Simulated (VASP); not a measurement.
Input of a VASP 6.6.1 run:

INCAR

```
SYSTEM = C
ALGO = Normal
EDIFF = 1E-7
ENCUT = 520
GGA = PS
ISIF = 2
ISMEAR = -1
LASPH = .TRUE.
LCHARG = .FALSE.
LREAL = .FALSE.
LWAVE = .FALSE.
NBANDS = 11
NELM = 100
PREC = Accurate
SIGMA = 0.05
```

File KPOINTS:

```
k-points
0
G
  13 13 13
  0 0 0
```

Contents of POSCAR:

```
C
1.0
    0.0000000000      1.7704611759      1.7704611759
    1.7704611759      0.0000000000      1.7704611759
    1.7704611759      1.7704611759      0.0000000000
C
2
Direct
    0.7500000000      0.7500000000      0.7500000000
    0.5000000000      0.5000000000      0.5000000000
```

Potentials or basis: VASP PAW PBE potentials, release 64 (C).

The run is started by

```console
$ cat potpaw_PBE.64/C/POTCAR > POTCAR
$ mpirun -np 1 vasp_std > vasp.out
```

Estimate the pressure.

6.2 GPa.

Estimate the band gap on the k mesh.

4.06 eV, indirect (least direct gap 5.60 eV).

Caveat: the PAW data sets were made with another functional, which shifts forces and pressure a little. A k mesh can miss the band edges.
